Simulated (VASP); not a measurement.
Write the native input for VASP 6.6.1 that does the following.

```yaml
Task: density of states
Functional: LDA
Potentials_or_basis: VASP PAW LDA potentials, release 64 (Sb)
Cutoff: 520 eV
k_mesh: 12 × 12 × 7
Occupations: fermi-dirac, width 0.03 eV
Spin: no spin polarisation
Dipole_correction: no
k_mesh_for_the_DOS: 18 × 18 × 11
Occupations_for_the_DOS: tetrahedron
Further_INCAR_settings: ALGO = Normal; EDIFF = 1e-07
```

Sb:

```
Sb
1.0
     3.36900    0.00000    0.00000
    -1.68450    2.91764    0.00000
     0.00000    0.00000    5.33000
Sb
2
Direct
  0.33333 0.66667 0.25000
  0.66667 0.33333 0.75000
```

The input as run:

POSCAR

```
Sb
1.0
    3.3690001795      0.0000000000      0.0000000000
   -1.6845000898      2.9176397408      0.0000000000
    0.0000000000      0.0000000000      5.3300000000
Sb
2
Direct
    0.3333333333      0.6666666667      0.2500000000
    0.6666666667      0.3333333333      0.7500000000
```

INCAR.step1

```
ALGO = Normal ; EDIFF = 1E-7
ENCUT = 520 ; GGA = CA
ISIF = 2 ; ISMEAR = -1
LASPH = True ; LCHARG = True
LREAL = False ; LWAVE = False
NBANDS = 12 ; NELM = 100
PREC = Accurate ; SIGMA = 0.03
```

KPOINTS.step1

```
k-points
0
Gamma
  12 12 7
```

INCAR.step2

```
ALGO = Normal ; EDIFF = 1E-7
ENCUT = 520 ; GGA = CA
ICHARG = 11 ; ISIF = 2
ISMEAR = -5 ; LASPH = True
LCHARG = False ; LORBIT = 11
LREAL = False ; LWAVE = False
NEDOS = 1001 ; NELM = 100
PREC = Accurate ; SIGMA = 0.03
```

KPOINTS.step2

```
k-points
0
Gamma
  18 18 11
```

Potentials or basis: VASP PAW LDA potentials, release 64 (Sb).

Launch:

```console
$ cat potpaw_LDA.64/Sb/POTCAR > POTCAR
$ cp INCAR.step1 INCAR
$ cp KPOINTS.step1 KPOINTS
$ mpirun -np 1 vasp_std > vasp.out
$ cp INCAR.step2 INCAR
$ cp KPOINTS.step2 KPOINTS
$ mpirun -np 1 vasp_std > vasp.out
```

It gave:

The valence electrons inside the program's atomic spheres are Sb 2.37.

Caveat: spin-orbit coupling is left out, which moves the levels of the heavy elements.

Run time: 61 s on 1 thread of Intel(R) Xeon(R) Platinum 8488C (Sapphire Rapids) (shared host), peak memory 0.22 GiB.
